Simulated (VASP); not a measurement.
Runs of VASP 6.6.1 on C. The structure is that of space group Fd-3m (No. 227), or close to it. The cells are those of the table. 

| cell | gap on the mesh (eV) | pressure (GPa) |
| --- | --- | --- |
| a = 2.423, b = 2.423, c = 2.392 Å, angles 60.4, 60.4, 59.1°, 2 atoms | 4.29 | 74.4 |
| a = 2.486, b = 2.486, c = 2.518 Å, angles 59.6, 59.6, 60.8°, 2 atoms | 3.73 | 13.2 |
| a = 2.643 Å, angles 60.0°, 2 atoms | 4.02 | -49.6 |
| a = 2.392 Å, angles 60.0°, 2 atoms | (a) | 93.4 |
| a = 2.423, b = 2.423, c = 2.455 Å, angles 59.6, 59.6, 60.9°, 2 atoms | 3.87 | 56.9 |
| a = 2.521, b = 2.521, c = 2.392 Å, angles 61.7, 61.7, 56.6°, 2 atoms | 3.12 | 28.4 |
| a = 2.486, b = 2.486, c = 2.455 Å, angles 60.4, 60.4, 59.2°, 2 atoms | 4.13 | 26.4 |
| a = 2.455 Å, angles 60.0°, 2 atoms | 4.54 | 40.8 |
| a = 2.455, b = 2.455, c = 2.392 Å, angles 60.9, 60.9, 58.3°, 2 atoms | (c) | (b) |
| a = 2.488, b = 2.488, c = 2.392 Å, angles 61.3, 61.3, 57.5°, 2 atoms | 3.49 | 42.1 |
| a = 2.580 Å, angles 60.0°, 2 atoms | 4.18 | (d) |

Alike in all rows: task single point; level r2SCAN; potentials or basis VASP PAW PBE potentials, release 64 (C); no spin polarisation; k mesh 12 × 12 × 12; cutoff (eV) 520; smearing gaussian 0.05 eV.

Question: Fill in the values left out.

Answer: (a) 4.73; (b) 57.3; (c) 3.88; (d) -28.3.

Caveats: the PAW data sets were made with another functional, which shifts forces and pressure a little; the cell stands under pressure (at least some runs); the cell stands under tension (at least some runs).

A k mesh can miss the band edges.
